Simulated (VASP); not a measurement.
# PbO2 in VASP: single point with PBE

Aim: the single point of PbO2 with PBE.

Program: VASP 6.6.1. These are calculated values, not measurements. Logs are shortened: lines on timing, memory, paths and dates and some standing lists are left out, and cuts for length are marked.

## Step 1: The cell of the first run

The typed cell holds 6 atoms: a = 3.847 Å, b = 3.847 Å, c = 5.384 Å, α = 90.00°, β = 90.00°, γ = 90.36°.

## Step 2: Single point, PBE

Input file INCAR:

```
SYSTEM = PbO2
ALGO = Normal
EDIFF = 1E-6
ENCUT = 520
GGA = PE
ISIF = 2
ISMEAR = 0
LASPH = .TRUE.
LCHARG = .FALSE.
LREAL = .FALSE.
LWAVE = .FALSE.
NBANDS = 35
NELM = 60
PREC = Accurate
SIGMA = 0.1
```

Input file KPOINTS:

```
k-points
0
G
  4 4 4
  0 0 0
```

Input file POSCAR:

```
PbO2
1.0
    2.7117314686     -2.7287273576      0.0000000000
    2.7117314686      2.7287273576      0.0000000000
    0.0000000000      0.0000000000      5.3840531521
Pb O
2 4
Direct
    0.7499877623      0.2500122377      0.8332933714
    0.2500122377      0.7499877623      0.3332933714
    0.2800547687      0.2199289968      0.0832951993
    0.7199452313      0.7800710032      0.5832951993
    0.2199289968      0.2800547687      0.5832951993
    0.7800710032      0.7199452313      0.0832951993
```

Potentials or basis: VASP PAW PBE potentials, release 64 (Pb_d, O).

Command:

```
$ cat potpaw_PBE.64/Pb_d/POTCAR potpaw_PBE.64/O/POTCAR > POTCAR
$ mpirun -np 1 vasp_std > vasp.out
```

OUTCAR:

```text
SYSTEM = PbO2
   EDIFF = 1E-6
   ENCUT = 520
   GGA = PE
   ISIF = 2
   ISMEAR = 0
   LASPH = .TRUE.
   LREAL = .FALSE.
   NELM = 60
   PREC = Accurate

 ion  position               nearest neighbor table
   1  0.750  0.250  0.833-   3 2.26   6 2.26   5 2.26   4 2.26   4 2.45   5 2.45   6 2.45   3 2.45
                             2 3.82   2 3.82   2 3.82   2 3.82   2 3.83   2 3.83   2 3.83   2 3.83
   2  0.250  0.750  0.333-   4 2.26   5 2.26   3 2.26   6 2.26   6 2.45   3 2.45   5 2.45   4 2.45
                             1 3.82   1 3.82   1 3.82   1 3.82   1 3.83   1 3.83   1 3.83   1 3.83
   3  0.280  0.220  0.083-   1 2.26   2 2.26   2 2.45   1 2.45
   4  0.720  0.780  0.583-   2 2.26   1 2.26   1 2.45   2 2.45
   5  0.220  0.280  0.583-   2 2.26   1 2.26   1 2.45   2 2.45
   6  0.780  0.720  0.083-   1 2.26   2 2.26   2 2.45   1 2.45

  LATTYP: Found a base centered orthorhombic cell.
 ALAT       =     5.4234629372
 B/A-ratio  =     1.0062675413
 C/A-ratio  =     0.9927334647

  Lattice vectors:

 A1 = (   2.7117314686,  -2.7287273576,   0.0000000000)
 A2 = (   2.7117314686,   2.7287273576,   0.0000000000)
 A3 = (   0.0000000000,   0.0000000000,   5.3840531521)

Analysis of symmetry for initial positions (statically):
=====================================================================
 Subroutine PRICEL returns:
 Original cell was already a primitive cell.

 Routine SETGRP: Setting up the symmetry group for a
 base centered orthorhombic supercell.

 Subroutine GETGRP returns: Found  4 space group operations
 (whereof  2 operations were pure point group operations)
 out of a pool of  8 trial point group operations.

The static configuration has the point symmetry C_1h.
 The point group associated with its full space group is C_2v.

Analysis of symmetry for dynamics (positions and initial velocities):
=====================================================================
 Subroutine PRICEL returns:
 Original cell was already a primitive cell.

 Routine SETGRP: Setting up the symmetry group for a
 base centered orthorhombic supercell.

 Subroutine GETGRP returns: Found  4 space group operations
 (whereof  2 operations were pure point group operations)
 out of a pool of  8 trial point group operations.

The dynamic configuration has the point symmetry C_1h.
 The point group associated with its full space group is C_2v.

 Subroutine INISYM returns: Found  4 space group operations
 (whereof  2 operations are pure point group operations),
 and found     1 'primitive' translations

----------------------------------------------------------------------------------------

                                     Primitive cell

  volume of cell :      79.6794

  direct lattice vectors                    reciprocal lattice vectors
     2.711731469 -2.728727358  0.000000000     0.184384039 -0.183235602  0.000000000
     2.711731469  2.728727358  0.000000000     0.184384039  0.183235602  0.000000000
     0.000000000  0.000000000  5.384053152     0.000000000  0.000000000  0.185733679

  length of vectors
     3.847004101  3.847004101  5.384053152     0.259947609  0.259947609  0.185733679

  position of ions in fractional coordinates (direct lattice)
     0.749987762  0.250012238  0.833293371
     0.250012238  0.749987762  0.333293371
     0.280054769  0.219928997  0.083295199
     0.719945231  0.780071003  0.583295199
     0.219928997  0.280054769  0.583295199
     0.780071003  0.719945231  0.083295199

  ion indices of the primitive-cell ions
   primitive index   ion index
                 1           1
                 2           2
                 3           3
                 4           4
                 5           5
                 6           6

----------------------------------------------------------------------------------------

 KPOINTS: k-points

Automatic generation of k-mesh.
 Grid dimensions read from file:
 generate k-points for:    4    4    4

 Generating k-lattice:

  Cartesian coordinates                     Fractional coordinates (reciprocal lattice)
     0.046096010 -0.045808900  0.000000000     0.250000000  0.000000000  0.000000000
     0.046096010  0.045808900  0.000000000     0.000000000  0.250000000  0.000000000
     0.000000000  0.000000000  0.046433420     0.000000000  0.000000000  0.250000000

  Length of vectors
     0.064986902  0.064986902  0.046433420

  Shift w.r.t. Gamma in fractional coordinates (k-lattice)
     0.000000000  0.000000000  0.000000000

 Subroutine IBZKPT returns following result:
 ===========================================

 Found     21 irreducible k-points:

 Following reciprocal coordinates:
            Coordinates               Weight
  0.000000  0.000000  0.000000      1.000000
  0.250000  0.000000  0.000000      4.000000
  0.500000  0.000000  0.000000      2.000000
  0.250000  0.250000  0.000000      2.000000
  0.500000  0.250000  0.000000      4.000000
 -0.250000  0.250000  0.000000      2.000000
[... 13 lines left out ...]
 -0.250000  0.250000  0.500000      2.000000
  0.500000  0.500000  0.500000      1.000000
   k-points           NKPTS =     21   k-points in BZ     NKDIM =     21   number of bands    NBANDS=     35
   number of dos      NEDOS =    301   number of ions     NIONS =      6
   total plane-waves  NPLWV =  36000
   dimension x,y,z NGX =    30 NGY =   30 NGZ =   40
   dimension x,y,z NGXF=    60 NGYF=   60 NGZF=   80
   ions per type =               2   4
   NGX,Y,Z   is equivalent  to a cutoff of  12.96, 12.96, 12.35 a.u.
   NGXF,Y,Z  is equivalent  to a cutoff of  25.93, 25.93, 24.70 a.u.
 SYSTEM =  PbO2
   PREC   = accura    normal or accurate (medium, high low for compatibility)
   ISTART =      0    job   : 0-new  1-cont  2-samecut
   ICHARG =      2    charge: 1-file 2-atom 10-const
   ISPIN  =      1    spin polarized calculation?
   LNONCOLLINEAR =      F non collinear calculations
   LSORBIT =      F    spin-orbit coupling
   LASPH  =      T    aspherical Exc in radial PAW
   ENCUT  =  520.0 eV  38.22 Ry    6.18 a.u.   7.15  7.15 10.01*2*pi/ulx,y,z
   NELM   =     60;   NELMIN=  2; NELMDL= -5     # of ELM steps
   EDIFF  = 0.1E-05   stopping-criterion for ELM
   LREAL  =      F    real-space projection
   EDIFFG = 0.1E-04   stopping-criterion for IOM
   NSW    =      0    number of steps for IOM
   IBRION =     -1    ionic relax: 0-MD 1-quasi-New 2-CG
   NFREE  =      0    steps in history (QN), initial steepest desc. (CG)
   ISIF   =      2    stress and relaxation
   ISYM   =      2    0-nonsym 1-usesym 2-fastsym
   POTIM  = 0.5000    time-step for ionic-motion
   TEBEG  =    0.0;   TEEND  =   0.0 temperature during run
   PSTRESS=    0.0 pullay stress
   NELECT =      52.0000    total number of electrons
   NUPDOWN=      -1.0000    fix difference up-down
   EMIN   =  10.00;   EMAX   =-10.00  energy-range for DOS
   EFERMI =   0.00;   METHOD = LEGACY
   ISMEAR =     0;   SIGMA  =   0.10  broadening in eV -4-tet -1-fermi 0-gaus
   EFERMI_NEDOS =   21; number of points for ismear=-14 and -15
   IALGO  =     38    algorithm
   IMIX   =      4    mixing-type and parameters
     AMIX     =   0.40;   BMIX     =  1.00
     AMIX_MAG =   1.60;   BMIX_MAG =  1.00
  volume/ion in A,a.u.               =      13.28        89.62
  Fermi-wavevector in a.u.,A,eV,Ry     =   1.420018  2.683445 27.435488  2.016452
  Thomas-Fermi vector in A             =   2.540978
   LORBIT       =      0    0 simple, 1 ext, 2 COOP (PROOUT), +10 PAW based schemes
   GGA     = PE    functional components
   LHFCALC =     F    Hartree Fock is set to
   AEXX    =    0.0000 exact exchange contribution
   IVDW    =     0    specifies the selected vdW correction
   LEPSILON=     F    determine dielectric tensor
   LRPA    =     F    only Hartree local field effects (RPA)
 non-spin polarized calculation
 Gauss-broadening in eV      SIGMA  =   0.10
  energy-cutoff  :      520.00
  volume of cell :       79.68
 maximum number of plane-waves:      2172
 NGX is ok and might be reduce to    30
   NGX = 15   NGY = 15   NGZ = 21

 number of electron      52.0000017 magnetization

 Free energy of the ion-electron system (eV)
  ---------------------------------------------------
  ext. energy  EPLUGINS =         0.00000000
  ---------------------------------------------------
  free energy    TOTEN  =       -31.24233174 eV

  energy without entropy =      -31.23635552  energy(sigma->0) =      -31.23934363

 E-fermi :   5.5350     XC(G=0): -11.0893

 val. band max:        5.4952030909   @ k =  -0.2500   0.2500   0.0000
 cond. band min:       5.5860870471   @ k =   0.0000   0.0000   0.2500
 fundamental gap:      0.0908839562
 Fermi energy:         5.5350124182

 k-point     1 :       0.0000    0.0000    0.0000
  band No.  band energies     occupation
      1     -12.9961      2.00000
      2     -12.2873      2.00000
      3     -11.5793      2.00000
      4     -10.2568      2.00000
      5     -10.2082      2.00000
      6     -10.2034      2.00000
[... 27 lines left out ...]
     34      16.2383      0.00000
     35      16.6503      0.00000

 k-point     2 :       0.2500    0.0000    0.0000
  band No.  band energies     occupation
      1     -12.6972      2.00000
      2     -12.2000      2.00000
      3     -11.8002      2.00000
      4     -11.2277      2.00000
      5     -10.1498      2.00000
      6     -10.1059      2.00000
[... 27 lines left out ...]
     34      15.9028      0.00000
     35      16.3350      0.00000

 k-point     3 :       0.5000    0.0000    0.0000
  band No.  band energies     occupation
      1     -12.2015      2.00000
      2     -12.2014      2.00000
      3     -11.8328      2.00000
      4     -11.8327      2.00000
      5     -10.0587      2.00000
      6     -10.0587      2.00000
[... 27 lines left out ...]
     34      15.0763      0.00000
     35      17.8228      0.00000
[... 609 lines left out ...]
 k-point    20 :      -0.2500    0.2500    0.5000
  band No.  band energies     occupation
      1     -12.1853      2.00000
      2     -12.1853      2.00000
      3     -11.8540      2.00000
      4     -11.8540      2.00000
      5     -10.0458      2.00000
      6     -10.0458      2.00000
[... 27 lines left out ...]
     34      14.7919      0.00000
     35      17.6830      0.00000

 k-point    21 :       0.5000    0.5000    0.5000
  band No.  band energies     occupation
      1     -12.0191      2.00000
      2     -12.0191      2.00000
      3     -12.0069      2.00000
      4     -12.0069      2.00000
      5     -10.0255      2.00000
      6     -10.0255      2.00000
[... 27 lines left out ...]
     34      14.7287      0.00000
     35      16.7004      0.00000

------------------------ aborting loop because EDIFF is reached ----------------------------------------

  FORCE on cell =-STRESS in cart. coord.  units (eV):
  Direction    XX          YY          ZZ          XY          YZ          ZX
  --------------------------------------------------------------------------------------
  -------------------------------------------------------------------------------------
  Total        0.0995418      0.0875689      0.1286789      0.0000000      0.0000000      0.0000000
  in kB        2.0015661      1.7608180      2.5874487      0.0000000      0.0000000      0.0000000
  external PRESSURE =       2.1166109 kB  Pullay stress =       0.0000000 kB

 VOLUME and BASIS-vectors are now :
 -----------------------------------------------------------------------------
  energy-cutoff  :      520.00
  volume of cell :       79.68
      direct lattice vectors                 reciprocal lattice vectors
     2.711731469 -2.728727358  0.000000000     0.184384039 -0.183235602  0.000000000
     2.711731469  2.728727358  0.000000000     0.184384039  0.183235602  0.000000000
     0.000000000  0.000000000  5.384053152     0.000000000  0.000000000  0.185733679

 POSITION                                       TOTAL-FORCE (eV/Angst)
 -----------------------------------------------------------------------------------
      2.71173     -1.36430      4.48650         0.000000     -0.000172      0.000154
      2.71173      1.36430      1.79447         0.000000      0.000172      0.000154
      1.35582     -0.16407      0.44847         0.000424      0.015412     -0.000077
      4.06764      0.16407      3.14049        -0.000424     -0.015412     -0.000077
      1.35582      0.16407      3.14049         0.000424     -0.015412     -0.000077
      4.06764     -0.16407      0.44847        -0.000424      0.015412     -0.000077
 -----------------------------------------------------------------------------------
    total drift:                               -0.000000     -0.000000     -0.000884

  FREE ENERGIE OF THE ION-ELECTRON SYSTEM (eV)
  ---------------------------------------------------
  free  energy   TOTEN  =       -31.2423317424 eV

  energy  without entropy=      -31.2363555222  energy(sigma->0) =      -31.23934363
```

It took 42 s on 1 thread of Intel Xeon Platinum 8488C (Sapphire Rapids), shared host; peak memory 0.2 GiB.

Results:

- Free energy: -31.2423 eV
- Pressure: 0.2 GPa
- Largest force: 0.015 eV/Å
- Band gap on the k mesh: zero (band 26 reaches 5.50 eV, above the bottom of band 27 at 5.37 eV)

Forces in eV/Å, atoms in the order of the input:
```
Pb   0.000  0.000  0.000
Pb   0.000  0.000  0.000
O    0.000  0.015  0.000
O    0.000 -0.015  0.000
O    0.000 -0.015  0.000
O    0.000  0.015  0.000
```

Levels at points of the mesh, in eV from the Fermi level:
| k point | band 23 | band 24 | band 25 | band 26 | band 27 | band 28 | band 29 | band 30 |
| --- | --- | --- | --- | --- | --- | --- | --- | --- |
| (0.00, 0.00, 0.00) | -1.22 | -1.19 | -0.28 | -0.23 | -0.17 | 1.77 | 5.89 | 6.58 |
| (0.50, 0.00, 0.00) | -1.26 | -1.26 | -0.47 | -0.47 | 2.14 | 2.14 | 7.20 | 7.20 |
| (0.50, 0.50, 0.00) | -0.32 | -0.22 | -0.19 | -0.10 | 1.63 | 2.08 | 6.15 | 6.18 |
| (0.00, 0.00, 0.50) | -0.72 | -0.72 | -0.58 | -0.58 | 1.05 | 1.05 | 5.26 | 5.26 |
| (0.50, 0.00, 0.50) | -1.50 | -1.50 | -1.33 | -1.33 | 2.54 | 2.54 | 7.02 | 7.02 |
| (0.50, 0.50, 0.50) | -0.47 | -0.47 | -0.05 | -0.05 | 2.15 | 2.15 | 8.22 | 8.22 |

Caveat: the k points lie up to 0.41 Å⁻¹ apart; spin-orbit coupling is left out, which moves the levels of the heavy elements.
